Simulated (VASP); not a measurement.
# Al7Sn (Fm-3m) in VASP: further runs, part 2 of 2

VASP 6.6.1. Earlier steps stand in the parts before.

## Step 3: Single point, PBE

This run uses another cell than the first one, of 18.10 Å³/atom.

Contents of INCAR:

```
SYSTEM = Al7Sn
  ALGO = Normal
  EDIFF = 1E-7
  ENCUT = 520
  GGA = PE
  ISIF = 2
  ISMEAR = 0
  LASPH = .True.
  LCHARG = .False.
  LREAL = .False.
  LWAVE = .False.
  NBANDS = 28
  NELM = 60
  PREC = Accurate
  SIGMA = 0.1
```

Contents of KPOINTS:

```
k-points
0
Gamma
  8 8 8
  0 0 0
```

Contents of POSCAR:

```
Al7Sn
1.0
    0.0000000000      4.1678132398      4.1678132398
    4.1678132398      0.0000000000      4.1678132398
    4.1678132398      4.1678132398      0.0000000000
Al Sn
7 1
Direct
    0.0000000000      0.0000000000      0.5000000000
    0.0000000000      0.5000000000      0.0000000000
    0.0000000000      0.5000000000      0.5000000000
    0.5000000000      0.0000000000      0.0000000000
    0.5000000000      0.0000000000      0.5000000000
    0.5000000000      0.5000000000      0.0000000000
    0.5000000000      0.5000000000      0.5000000000
    0.0000000000      0.0000000000      0.0000000000
```

Potentials or basis: VASP PAW PBE potentials, release 64 (Al, Sn_d).

Started as:

```
$ cat potpaw_PBE.64/Al/POTCAR potpaw_PBE.64/Sn_d/POTCAR > POTCAR
$ mpirun -np 1 vasp_std > vasp.out
```

OUTCAR:

```text
SYSTEM = Al7Sn
   EDIFF = 1E-7
   ENCUT = 520
   GGA = PE
   ISIF = 2
   ISMEAR = 0
   LASPH = .True.
   LREAL = .False.
   NELM = 60
   PREC = Accurate

 ion  position               nearest neighbor table
   1  0.000  0.000  0.500-   3 2.95   5 2.95   8 2.95   2 2.95   4 2.95   8 2.95   2 2.95   3 2.95
                             7 2.95   4 2.95   5 2.95   7 2.95
   2  0.000  0.500  0.000-   3 2.95   6 2.95   8 2.95   1 2.95   3 2.95   7 2.95   1 2.95   4 2.95
                             8 2.95   4 2.95   6 2.95   7 2.95
   3  0.000  0.500  0.500-   1 2.95   2 2.95   7 2.95   2 2.95   6 2.95   8 2.95   1 2.95   5 2.95
                             8 2.95   5 2.95   6 2.95   7 2.95
   4  0.500  0.000  0.000-   5 2.95   6 2.95   8 2.95   1 2.95   5 2.95   7 2.95   2 2.95   6 2.95
                             7 2.95   1 2.95   2 2.95   8 2.95
   5  0.500  0.000  0.500-   1 2.95   4 2.95   7 2.95   4 2.95   6 2.95   8 2.95   3 2.95   6 2.95
                             7 2.95   1 2.95   3 2.95   8 2.95
   6  0.500  0.500  0.000-   2 2.95   4 2.95   7 2.95   3 2.95   5 2.95   7 2.95   4 2.95   5 2.95
                             8 2.95   2 2.95   3 2.95   8 2.95
   7  0.500  0.500  0.500-   3 2.95   5 2.95   6 2.95   2 2.95   4 2.95   6 2.95   1 2.95   4 2.95
                             5 2.95   1 2.95   2 2.95   3 2.95
[... 205 lines left out ...]

 k-point     1 :       0.0000    0.0000    0.0000
  band No.  band energies     occupation
      1     -13.5990      2.00000
      2     -13.5990      2.00000
      3     -13.5990      2.00000
      4     -13.5833      2.00000
      5     -13.5833      2.00000
      6      -3.3039      2.00000
[... 733 lines left out ...]
     27      11.5362      0.00000
     28      13.0826      0.00000

 [... further k-points ...]
[... 5 lines left out ...]
  --------------------------------------------------------------------------------------
  -------------------------------------------------------------------------------------
  Total       -0.0218234     -0.0218234     -0.0218234      0.0000000      0.0000000     -0.0000000
  in kB       -0.2414785     -0.2414785     -0.2414785      0.0000000      0.0000000     -0.0000000
  external PRESSURE =      -0.2414785 kB  Pullay stress =       0.0000000 kB

 VOLUME and BASIS-vectors are now :
 -----------------------------------------------------------------------------
  energy-cutoff  :      520.00
  volume of cell :      144.80
      direct lattice vectors                 reciprocal lattice vectors
     0.000000000  4.167813240  4.167813240    -0.119966988  0.119966988  0.119966988
     4.167813240  0.000000000  4.167813240     0.119966988 -0.119966988  0.119966988
     4.167813240  4.167813240  0.000000000     0.119966988  0.119966988 -0.119966988

 POSITION                                       TOTAL-FORCE (eV/Angst)
 -----------------------------------------------------------------------------------
      2.08391      2.08391      0.00000        -0.000000      0.000000      0.000000
      2.08391      0.00000      2.08391        -0.000000      0.000000     -0.000000
      4.16781      2.08391      2.08391         0.000000     -0.000000      0.000000
      0.00000      2.08391      2.08391         0.000000     -0.000000      0.000000
      2.08391      4.16781      2.08391         0.000000     -0.000000     -0.000000
      2.08391      2.08391      4.16781         0.000000      0.000000     -0.000000
      4.16781      4.16781      4.16781        -0.000000     -0.000000     -0.000000
      0.00000      0.00000      0.00000         0.000000      0.000000      0.000000
 -----------------------------------------------------------------------------------
    total drift:                                0.000000     -0.000000     -0.000000

  FREE ENERGIE OF THE ION-ELECTRON SYSTEM (eV)
  ---------------------------------------------------
  free  energy   TOTEN  =       -29.2037334296 eV

  energy  without entropy=      -29.1837506255  energy(sigma->0) =      -29.19374203
```

OSZICAR:

```text
N       E                     dE             d eps       ncg     rms          rms(c)
DAV:   1     0.168114226833E+03    0.16811E+03   -0.13611E+04  1628   0.117E+03
DAV:   2    -0.104080884211E+02   -0.17852E+03   -0.16811E+03  1660   0.283E+02
DAV:   3    -0.287284079710E+02   -0.18320E+02   -0.17607E+02  2000   0.818E+01
DAV:   4    -0.294003606349E+02   -0.67195E+00   -0.66639E+00  1980   0.149E+01
DAV:   5    -0.294234639993E+02   -0.23103E-01   -0.23097E-01  2292   0.301E+00    0.404E+00
DAV:   6    -0.292804953185E+02    0.14297E+00   -0.10523E-01  2252   0.319E+00    0.236E+00
DAV:   7    -0.292071354031E+02    0.73360E-01   -0.80488E-02  2276   0.218E+00    0.296E-01
DAV:   8    -0.292039418594E+02    0.31935E-02   -0.69242E-03  2164   0.776E-01    0.226E-01
DAV:   9    -0.292037330870E+02    0.20877E-03   -0.65651E-04  1904   0.127E-01    0.470E-02
DAV:  10    -0.292037325996E+02    0.48739E-06   -0.28404E-05  2012   0.299E-02    0.262E-02
DAV:  11    -0.292037331713E+02   -0.57167E-06   -0.29460E-06  2288   0.131E-02    0.115E-02
DAV:  12    -0.292037334936E+02   -0.32231E-06   -0.25240E-07  1640   0.245E-03    0.251E-03
DAV:  13    -0.292037334296E+02    0.63947E-07   -0.28937E-08  1140   0.165E-03
   1 F= -.29203733E+02 E0= -.29193742E+02  d E =-.199828E-01
```

stdout:

```text
POSCAR found type information on POSCAR AlSn
 POSCAR found :  2 types and       8 ions
 scaLAPACK will be used
 LDA part: xc-table for (Slater+PW92), standard interpolation
 POSCAR, INCAR and KPOINTS ok, starting setup
 FFT: planning ... GRIDC
 FFT: planning ... GRID_SOFT
 FFT: planning ... GRID
 WAVECAR not read
 entering main loop
```

Run time: 1.8 min. Hardware: 1 thread of Intel Xeon Platinum 8488C (Sapphire Rapids), shared host; peak memory 0.36 GiB.

What came out:

```yaml
Free_energy: -29.2037 eV
Pressure: 0.0 GPa
Band_gap_on_the_k_mesh: zero (an odd number of electrons rules out a gap without spin polarisation)
```

Levels at points of the mesh, in eV from the Fermi level:
```tsv
k point	band 13	band 14	band 15	band 16	band 17	band 18	band 19	band 20	band 21	band 22
(0.00, 0.00, 0.00)	-4.40	-4.39	-3.10	-3.10	-3.10	-2.20	-1.74	-1.74	4.74	4.74
(0.50, 0.00, 0.00)	-4.90	-1.31	-1.28	-1.12	-1.12	-0.82	-0.82	2.67	2.88	3.03
(0.50, 0.50, 0.00)	-1.32	-0.85	-0.85	-0.34	-0.23	0.22	0.30	0.69	1.02	1.16
```

Caveat: spin-orbit coupling is left out, which moves the levels of the heavy elements.

## Step 4: Relaxation of cell and atoms, PBE

Contents of INCAR:

```
  PREC = Accurate
  ENCUT = 600
  EDIFF = 1E-7
  ISMEAR = 0
  SIGMA = 0.1
  LREAL = False
  LASPH = True
  NELM = 100
  ALGO = Fast
  ISIF = 3
  LWAVE = False
  LCHARG = False
  GGA = PE
  IBRION = 2
  NSW = 100
  EDIFFG = -0.01
```

Contents of KPOINTS:

```
regular mesh
0
Gamma
  8 8 8
```

POSCAR: that of step 3 with these lines changed.

```diff
@@ -2,5 +2,5 @@
 1.0
-    0.0000000000      4.1678132398      4.1678132398
-    4.1678132398      0.0000000000      4.1678132398
-    4.1678132398      4.1678132398      0.0000000000
+    0.0000000000      4.1316412300      4.1316412300
+    4.1316412300      0.0000000000      4.1316412300
+    4.1316412300      4.1316412300      0.0000000000
 Al Sn
```

Potentials or basis: VASP PAW PBE potentials, release 64 (Al, Sn_d).

Started as:

```
$ cat potpaw_PBE.64/Al/POTCAR potpaw_PBE.64/Sn_d/POTCAR > POTCAR
$ mpirun -np 1 vasp_std > vasp.out
```

OUTCAR:

```text
PREC = Accurate
   ENCUT = 600
   EDIFF = 1E-7
   ISMEAR = 0
   LREAL = False
   LASPH = True
   NELM = 100
   ISIF = 3
   GGA = PE
   IBRION = 2
   NSW = 100
   EDIFFG = -0.01

 ion  position               nearest neighbor table
   1  0.000  0.000  0.500-   3 2.92   5 2.92   8 2.92   2 2.92   4 2.92   8 2.92   2 2.92   3 2.92
                             7 2.92   4 2.92   5 2.92   7 2.92
   2  0.000  0.500  0.000-   3 2.92   6 2.92   8 2.92   1 2.92   3 2.92   7 2.92   1 2.92   4 2.92
                             8 2.92   4 2.92   6 2.92   7 2.92
   3  0.000  0.500  0.500-   1 2.92   2 2.92   7 2.92   2 2.92   6 2.92   8 2.92   1 2.92   5 2.92
                             8 2.92   5 2.92   6 2.92   7 2.92
   4  0.500  0.000  0.000-   5 2.92   6 2.92   8 2.92   1 2.92   5 2.92   7 2.92   2 2.92   6 2.92
                             7 2.92   1 2.92   2 2.92   8 2.92
   5  0.500  0.000  0.500-   1 2.92   4 2.92   7 2.92   4 2.92   6 2.92   8 2.92   3 2.92   6 2.92
                             7 2.92   1 2.92   3 2.92   8 2.92
[... 299 lines left out ...]

 val. band max:        8.0199330213   @ k =  -0.1250   0.1250   0.0000
 cond. band min:       8.0421139522   @ k =   0.5000   0.3750   0.0000
 fundamental gap:      0.0221809309
 Fermi energy:         8.0361467970

 k-point     1 :       0.0000    0.0000    0.0000
  band No.  band energies     occupation
      1     -13.5963      2.00000
      2     -13.5963      2.00000
      3     -13.5963      2.00000
      4     -13.5807      2.00000
      5     -13.5807      2.00000
      6      -3.3029      2.00000
[... 589 lines left out ...]
     21       9.4826      0.00000
     22      11.0725      0.00000

 [... further k-points ...]

------------------------ aborting loop because EDIFF is reached ----------------------------------------

  FORCE on cell =-STRESS in cart. coord.  units (eV):
  Direction    XX          YY          ZZ          XY          YZ          ZX
  --------------------------------------------------------------------------------------
  -------------------------------------------------------------------------------------
  Total        0.0021395      0.0021395      0.0021395     -0.0000000      0.0000000      0.0000000
  in kB        0.0236812      0.0236812      0.0236812     -0.0000000      0.0000000      0.0000000
  external PRESSURE =       0.0236812 kB  Pullay stress =       0.0000000 kB
[... 23 lines left out ...]
  FREE ENERGIE OF THE ION-ELECTRON SYSTEM (eV)
  ---------------------------------------------------
  free  energy   TOTEN  =       -29.2040448147 eV

  energy  without entropy=      -29.1840658159  energy(sigma->0) =      -29.19405532

 reached required accuracy - stopping structural energy minimisation
```

Wall time 5.1 min (1 thread of Intel Xeon Platinum 8488C (Sapphire Rapids), shared host); peak memory 0.4 GiB.

Results:

```yaml
Free_energy: -29.2040 eV
Relaxed_volume: 18.09 Å³/atom
Relaxed_cell: a = 5.894 Å, b = 5.894 Å, c = 5.894 Å, α = 60.00°, β = 60.00°, γ = 60.00°
Space_group_after_relaxing_to_0.1_Å: Fm-3m (No. 225)
Energy_gained_by_relaxing: 2.5 meV/atom
Ionic_steps: 3
Pressure_after_relaxing: 0.0 GPa
Band_gap_on_the_k_mesh: zero (an odd number of electrons rules out a gap without spin polarisation)
```

The path:
| step | energy change (eV) | largest force (eV/Å) | pressure (GPa) | volume (Å³) |
| --- | --- | --- | --- | --- |
| 1 | 0.0000 | 0.0000 | 1.79 | 141.06 |
| 2 | -0.0200 | 0.0000 | -0.17 | 145.12 |
| 3 | -0.0202 | 0.0000 | 0.00 | 144.75 |

Final structure:
```
Al Sn
1.0
     0.00000    4.16740    4.16740
     4.16740    0.00000    4.16740
     4.16740    4.16740    0.00000
Al Sn
7 1
Direct
  0.00000 0.00000 0.50000
  0.00000 0.50000 0.00000
  0.00000 0.50000 0.50000
  0.50000 0.00000 0.00000
  0.50000 0.00000 0.50000
  0.50000 0.50000 0.00000
  0.50000 0.50000 0.50000
  0.00000 0.00000 0.00000
```

Caveat: spin-orbit coupling is left out, which moves the levels of the heavy elements.

## Step 5: Overview

```csv
task,cell,k mesh,cutoff (eV),gap on the mesh (eV),pressure (GPa)
single point,"a = 5.843 Å, angles 60.0°, 8 atoms",4 × 4 × 4,520,none,1.3
single point,"a = 5.894 Å, angles 60.0°, 8 atoms",8 × 8 × 8,520,none,0.0
relaxation of cell and atoms,"relaxed from a = 5.843 Å, angles 60.0°, 8 atoms",8 × 8 × 8,600,none,0.0
```

Alike in all rows: level PBE; potentials or basis VASP PAW PBE potentials, release 64 (Al, Sn_d); no spin polarisation; smearing gaussian 0.1 eV.

Caveats: spin-orbit coupling is left out, which moves the levels of the heavy elements.

Total energies depend on the potentials used, so only differences within one code and one set of settings carry meaning.

The gap in the log of VASP goes by the Fermi energy; the results here count the filled bands.